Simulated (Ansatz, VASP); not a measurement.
## Zr3SN4: VASP beside Ansatz

```xyz
8
Lattice="5.0635 0.0000 0.0000 0.0000 5.0635 0.0000 0.0000 0.0000 5.0635" Properties=species:S:1:pos:R:3 pbc="T T T"
Zr    0.0000    2.5317    2.5317
Zr    2.5317    2.5317    0.0000
Zr    2.5317    0.0000    2.5317
S     0.0000    0.0000    0.0000
N     3.5891    3.5891    1.4743
N     3.5891    1.4743    3.5891
N     1.4743    3.5891    3.5891
N     1.4743    1.4743    1.4743
```

Change from the starting cell: species swapped into the ZnCd3Se4 type (P-43m, No. 215).

Alike in both runs: functional PBE; k mesh 8 × 8 × 8; occupations gaussian, width 0.1 eV; no spin polarisation.

Ansatz relaxed the structure, and its values are those at the end. VASP's run is a single point on that final structure, the one shown.

|  | VASP | Ansatz |
| --- | --- | --- |
| version | VASP 6.6.1 | Ansatz 0.2.0 |
| potentials or method | VASP PAW PBE potentials, release 64 (Zr_sv, S, N), cutoff 520 eV | scalar-relativistic, plane waves, PAW |
| valence electrons in the cell | 62 | 62 |

```csv
,VASP,Ansatz,Ansatz less VASP
gap on the k mesh at the Fermi level (eV),none,none,-
pressure (GPa),0.1,0.0,-0.11
rms of the force components (eV/Å),0.005,0.000,-0.0051
```

A gap of «none» marks a metal or a gap that the smearing closes. With one functional, cell and mesh, what is left measures potentials, basis and numerics.
